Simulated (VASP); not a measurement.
# Br (Pm-3m) in VASP: further runs, part 2 of 2

VASP 6.6.1. Earlier steps stand in the parts before.

## 3. Single point, r2SCAN

File POSCAR:

```
Br
1.0
    4.5976000000      0.0000000000      0.0000000000
    0.0000000000      4.5976000000      0.0000000000
    0.0000000000      0.0000000000      4.5976000000
Br
3
Direct
    0.5000000000      0.0000000000      0.0000000000
    0.0000000000      0.5000000000      0.0000000000
    0.0000000000      0.0000000000      0.5000000000
```

File INCAR.step1:

```
SYSTEM = Br
PREC     = Accurate       ! precision mode
ENCUT    = 520            ! plane-wave cutoff, eV
ISMEAR   = -1             ! smearing method
SIGMA    = 0.1            ! smearing width, eV
LREAL    = .FALSE.        ! projectors in reciprocal space
LASPH    = .TRUE.         ! aspherical terms in the spheres
NELM     = 80             ! most SCF steps
NBANDS   = 18             ! bands
GGA      = PE             ! functional
ALGO     = Normal         ! electronic algorithm
EDIFF    = 1E-4           ! SCF threshold, eV
LWAVE    = .TRUE.         ! write WAVECAR
LCHARG   = .FALSE.        ! write CHGCAR
```

File INCAR.step2:

```
SYSTEM = Br
PREC     = Accurate       ! precision mode
ENCUT    = 520            ! plane-wave cutoff, eV
EDIFF    = 1E-6           ! SCF threshold, eV
ISMEAR   = -1             ! smearing method
SIGMA    = 0.1            ! smearing width, eV
LREAL    = .FALSE.        ! projectors in reciprocal space
LASPH    = .TRUE.         ! aspherical terms in the spheres
NELM     = 80             ! most SCF steps
ALGO     = Normal         ! electronic algorithm
ISIF     = 2              ! what is computed and relaxed
LWAVE    = .FALSE.        ! write WAVECAR
LCHARG   = .TRUE.         ! write CHGCAR
METAGGA  = R2SCAN         ! meta-GGA
LMIXTAU  = .TRUE.       
LELF     = .TRUE.         ! ELF
LVHAR    = .TRUE.       
NBANDS   = 18             ! bands
ISTART   = 1
```

File KPOINTS:

```
Automatic mesh
0
G
  5 5 5
  0 0 0
```

Potentials or basis: VASP PAW PBE potentials, release 64 (Br).

Launch:

```console
$ cat potpaw_PBE.64/Br/POTCAR > POTCAR
$ cp INCAR.step1 INCAR
$ mpirun -np 1 vasp_std > vasp.out
$ cp INCAR.step2 INCAR
$ mpirun -np 1 vasp_std > vasp.out
```

OUTCAR:

```text
SYSTEM = Br
   PREC = Accurate
   ENCUT = 520
   EDIFF = 1E-6
   ISMEAR = -1
   LREAL = .FALSE.
   LASPH = .TRUE.
   NELM = 80
   ISIF = 2
   METAGGA = R2SCAN
   ISTART = 1

 ion  position               nearest neighbor table
   1  0.500  0.000  0.000-
   2  0.000  0.500  0.000-
   3  0.000  0.000  0.500-

  LATTYP: Found a simple cubic cell.
 ALAT       =     4.5976000000

  Lattice vectors:

 A1 = (   4.5976000000,   0.0000000000,   0.0000000000)
 A2 = (   0.0000000000,   4.5976000000,   0.0000000000)
 A3 = (   0.0000000000,   0.0000000000,   4.5976000000)

Analysis of symmetry for initial positions (statically):
=====================================================================
 Subroutine PRICEL returns:
 Original cell was already a primitive cell.

 Routine SETGRP: Setting up the symmetry group for a
 simple cubic supercell.

 Subroutine GETGRP returns: Found 48 space group operations
 (whereof 48 operations were pure point group operations)
 out of a pool of 48 trial point group operations.

The static configuration has the point symmetry O_h .

Analysis of symmetry for dynamics (positions and initial velocities):
=====================================================================
 Subroutine PRICEL returns:
 Original cell was already a primitive cell.

 Routine SETGRP: Setting up the symmetry group for a
 simple cubic supercell.

 Subroutine GETGRP returns: Found 48 space group operations
 (whereof 48 operations were pure point group operations)
 out of a pool of 48 trial point group operations.

The dynamic configuration has the point symmetry O_h .

 Subroutine INISYM returns: Found 48 space group operations
 (whereof 48 operations are pure point group operations),
 and found     1 'primitive' translations

----------------------------------------------------------------------------------------

                                     Primitive cell

  volume of cell :      97.1837

  direct lattice vectors                    reciprocal lattice vectors
     4.597600000  0.000000000  0.000000000     0.217504785  0.000000000  0.000000000
     0.000000000  4.597600000  0.000000000     0.000000000  0.217504785  0.000000000
     0.000000000  0.000000000  4.597600000     0.000000000  0.000000000  0.217504785

  length of vectors
     4.597600000  4.597600000  4.597600000     0.217504785  0.217504785  0.217504785

  position of ions in fractional coordinates (direct lattice)
     0.500000000  0.000000000  0.000000000
     0.000000000  0.500000000  0.000000000
     0.000000000  0.000000000  0.500000000

  ion indices of the primitive-cell ions
   primitive index   ion index
                 1           1
                 2           2
                 3           3

----------------------------------------------------------------------------------------

 KPOINTS: Automatic mesh

Automatic generation of k-mesh.
 Grid dimensions read from file:
 generate k-points for:    5    5    5

 Generating k-lattice:

  Cartesian coordinates                     Fractional coordinates (reciprocal lattice)
     0.043500957  0.000000000  0.000000000     0.200000000  0.000000000  0.000000000
     0.000000000  0.043500957  0.000000000     0.000000000  0.200000000  0.000000000
     0.000000000  0.000000000  0.043500957     0.000000000  0.000000000  0.200000000

  Length of vectors
     0.043500957  0.043500957  0.043500957

  Shift w.r.t. Gamma in fractional coordinates (k-lattice)
     0.000000000  0.000000000  0.000000000

 Subroutine IBZKPT returns following result:
 ===========================================

 Found     10 irreducible k-points:

 Following reciprocal coordinates:
            Coordinates               Weight
  0.000000  0.000000  0.000000      1.000000
  0.200000  0.000000  0.000000      6.000000
  0.400000  0.000000  0.000000      6.000000
  0.200000  0.200000  0.000000     12.000000
  0.400000  0.200000  0.000000     24.000000
  0.400000  0.400000  0.000000     12.000000
  0.200000  0.200000  0.200000      8.000000
  0.400000  0.200000  0.200000     24.000000
  0.400000  0.400000  0.200000     24.000000
  0.400000  0.400000  0.400000      8.000000
   k-points           NKPTS =     10   k-points in BZ     NKDIM =     10   number of bands    NBANDS=     18
   number of dos      NEDOS =    301   number of ions     NIONS =      3
   total plane-waves  NPLWV =  46656
   dimension x,y,z NGX =    36 NGY =   36 NGZ =   36
   dimension x,y,z NGXF=    72 NGYF=   72 NGZF=   72
   ions per type =               3
   NGX,Y,Z   is equivalent  to a cutoff of  13.02, 13.02, 13.02 a.u.
   NGXF,Y,Z  is equivalent  to a cutoff of  26.03, 26.03, 26.03 a.u.
 SYSTEM =  Br
   PREC   = accura    normal or accurate (medium, high low for compatibility)
   ISTART =      1    job   : 0-new  1-cont  2-samecut
   ICHARG =      0    charge: 1-file 2-atom 10-const
   ISPIN  =      1    spin polarized calculation?
   LNONCOLLINEAR =      F non collinear calculations
   LSORBIT =      F    spin-orbit coupling
   LASPH  =      T    aspherical Exc in radial PAW
   ENCUT  =  520.0 eV  38.22 Ry    6.18 a.u.   8.55  8.55  8.55*2*pi/ulx,y,z
   NELM   =     80;   NELMIN=  2; NELMDL=  0     # of ELM steps
   EDIFF  = 0.1E-05   stopping-criterion for ELM
   LREAL  =      F    real-space projection
   EDIFFG = 0.1E-04   stopping-criterion for IOM
   NSW    =      0    number of steps for IOM
   IBRION =     -1    ionic relax: 0-MD 1-quasi-New 2-CG
   NFREE  =      0    steps in history (QN), initial steepest desc. (CG)
   ISIF   =      2    stress and relaxation
   ISYM   =      2    0-nonsym 1-usesym 2-fastsym
   POTIM  = 0.5000    time-step for ionic-motion
   TEBEG  =    0.0;   TEEND  =   0.0 temperature during run
   PSTRESS=    0.0 pullay stress
   NELECT =      21.0000    total number of electrons
   NUPDOWN=      -1.0000    fix difference up-down
   EMIN   =  10.00;   EMAX   =-10.00  energy-range for DOS
   EFERMI =   0.00;   METHOD = LEGACY
   ISMEAR =    -1;   SIGMA  =   0.10  broadening in eV -4-tet -1-fermi 0-gaus
   EFERMI_NEDOS =   21; number of points for ismear=-14 and -15
   IALGO  =     38    algorithm
   IMIX   =      4    mixing-type and parameters
     AMIX     =   0.40;   BMIX     =  1.00
     AMIX_MAG =   1.60;   BMIX_MAG =  1.00
  volume/ion in A,a.u.               =      32.39       218.61
  Fermi-wavevector in a.u.,A,eV,Ry     =   0.982389  1.856446 13.130817  0.965088
  Thomas-Fermi vector in A             =   2.113468
   LORBIT       =      0    0 simple, 1 ext, 2 COOP (PROOUT), +10 PAW based schemes
   METAGGA = R2SCAN    functional components
   LHFCALC =     F    Hartree Fock is set to
   AEXX    =    0.0000 exact exchange contribution
   IVDW    =     0    specifies the selected vdW correction
   LEPSILON=     F    determine dielectric tensor
   LRPA    =     F    only Hartree local field effects (RPA)
 non-spin polarized calculation
  energy-cutoff  :      520.00
  volume of cell :       97.18
 maximum number of plane-waves:      2641
 NGX is ok and might be reduce to    36
   NGX = 17   NGY = 17   NGZ = 17

 number of electron      21.0000006 magnetization

 Free energy of the ion-electron system (eV)
  ---------------------------------------------------
  ext. energy  EPLUGINS =         0.00000000
  ---------------------------------------------------
  free energy    TOTEN  =       -37.82035031 eV

  energy without entropy =      -37.62474653  energy(sigma->0) =      -37.72254842

 E-fermi :  -0.2095     XC(G=0):  -8.5611

 val. band max:       -0.2478291542   @ k =   0.4000   0.0000   0.0000
 cond. band min:      -0.1444062730   @ k =   0.4000   0.2000   0.0000
 fundamental gap:      0.1034228813
 Fermi energy:        -0.2095463021

 k-point     1 :       0.0000    0.0000    0.0000
  band No.  band energies     occupation
      1     -15.9158      2.00000
      2     -14.0953      2.00000
      3     -14.0953      2.00000
      4      -3.9198      2.00000
      5      -3.9198      2.00000
      6      -3.9198      2.00000
[... 10 lines left out ...]
     17       9.3908      0.00000
     18       9.3908      0.00000
[... 169 lines left out ...]
 k-point    10 :       0.4000    0.4000    0.4000
  band No.  band energies     occupation
      1     -14.8344      2.00000
      2     -14.6437      2.00000
      3     -14.6437      2.00000
      4      -5.0987      2.00000
      5      -3.6941      2.00000
      6      -3.6589      2.00000
[... 10 lines left out ...]
     17      11.5830      0.00000
     18      12.2315      0.00000

------------------------ aborting loop because EDIFF is reached ----------------------------------------

  FORCE on cell =-STRESS in cart. coord.  units (eV):
  Direction    XX          YY          ZZ          XY          YZ          ZX
  --------------------------------------------------------------------------------------
  -------------------------------------------------------------------------------------
  Total       -0.5138827     -0.5138827     -0.5138827      0.0000000      0.0000000     -0.0000000
  in kB       -8.4719047     -8.4719047     -8.4719047      0.0000000      0.0000000     -0.0000000
  external PRESSURE =      -8.4719047 kB  Pullay stress =       0.0000000 kB

 VOLUME and BASIS-vectors are now :
 -----------------------------------------------------------------------------
  energy-cutoff  :      520.00
  volume of cell :       97.18
      direct lattice vectors                 reciprocal lattice vectors
     4.597600000  0.000000000  0.000000000     0.217504785  0.000000000  0.000000000
     0.000000000  4.597600000  0.000000000     0.000000000  0.217504785  0.000000000
     0.000000000  0.000000000  4.597600000     0.000000000  0.000000000  0.217504785

 POSITION                                       TOTAL-FORCE (eV/Angst)
 -----------------------------------------------------------------------------------
      2.29880      0.00000      0.00000         0.000000      0.000000      0.000000
      0.00000      2.29880      0.00000         0.000000      0.000000      0.000000
      0.00000      0.00000      2.29880         0.000000      0.000000      0.000000
 -----------------------------------------------------------------------------------
    total drift:                                0.000000      0.000000     -0.000000

  FREE ENERGIE OF THE ION-ELECTRON SYSTEM (eV)
  ---------------------------------------------------
  free  energy   TOTEN  =       -37.8203503095 eV

  energy  without entropy=      -37.6247465316  energy(sigma->0) =      -37.72254842
```

It took 74 s on 1 thread of AMD EPYC 7R43 (Zen 3), shared host; peak memory 0.17 GiB.

What came out:

* Free energy: -37.8204 eV
* Pressure: -0.8 GPa

Levels at points of the mesh, in eV from the Fermi level:
```tsv
k point	band 7	band 8	band 9	band 10	band 11	band 12	band 13	band 14
(0.00, 0.00, 0.00)	-0.96	-0.96	-0.96	0.35	0.35	0.35	5.53	8.05
```

Caveat: the PAW data sets were made with another functional, which shifts forces and pressure a little; an odd number of electrons without spin polarisation forces a metal; a magnetic or distorted state may lie lower.
